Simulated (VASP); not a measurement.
Input of a VASP 6.6.1 run:

INCAR

```
SYSTEM = MgS
  PREC = Accurate
  ENCUT = 520
  EDIFF = 1E-6
  ISMEAR = 0
  SIGMA = 0.02
  LREAL = .False.
  LASPH = .True.
  NELM = 60
  ALGO = Normal
  ISIF = 2
  LWAVE = .False.
  LCHARG = .True.
  GGA = PE
  LELF = .True.
  LVHAR = .True.
  NBANDS = 31
```

Contents of KPOINTS:

```
Automatic mesh
0
Gamma
  9 9 3
  0 0 0
```

File POSCAR:

```
MgS
1.0
    3.6666736950      0.0000000000      0.0000000000
   -1.8333368475      3.1754325672      0.0000000000
    0.0000000000      0.0000000000     15.6285908802
Mg S
5 5
Direct
    0.0000000000      0.0000000000     -0.0060575654
    0.3333333333      0.6666666667      0.1953394983
    0.0000000000      0.0000000000      0.4046605017
    0.3333333333      0.6666666667      0.6060575654
    0.6666666667      0.3333333333      0.8000000000
    0.6666666667      0.3333333333      0.0912447082
    0.6666666667      0.3333333333      0.3000000000
    0.6666666667      0.3333333333      0.5087552918
    0.0000000000      0.0000000000      0.7029924402
    0.3333333333      0.6666666667      0.8970075598
```

Potentials or basis: VASP PAW PBE potentials, release 64 (Mg, S).

The run is started by

```bash
$ cat potpaw_PBE.64/Mg/POTCAR potpaw_PBE.64/S/POTCAR > POTCAR
$ mpirun -np 1 vasp_std > vasp.out
```

Q: Predict the band gap on the k mesh.

A: 2.22 eV (least direct gap 2.59 eV).

Q: What does it give for the pressure?

A: -0.2 GPa.

Forces in eV/Å, atoms in the order of the input:
```
Mg   0.000  0.000  0.002
Mg   0.000  0.000  0.000
Mg   0.000  0.000  0.000
Mg   0.000  0.000 -0.002
Mg   0.000  0.000  0.000
S    0.000  0.000 -0.003
S    0.000  0.000  0.000
S    0.000  0.000  0.003
S    0.000  0.000  0.001
S    0.000  0.000 -0.001
```

Caveat: an odd mesh through Γ misses points on the zone boundary, where band edges can lie.
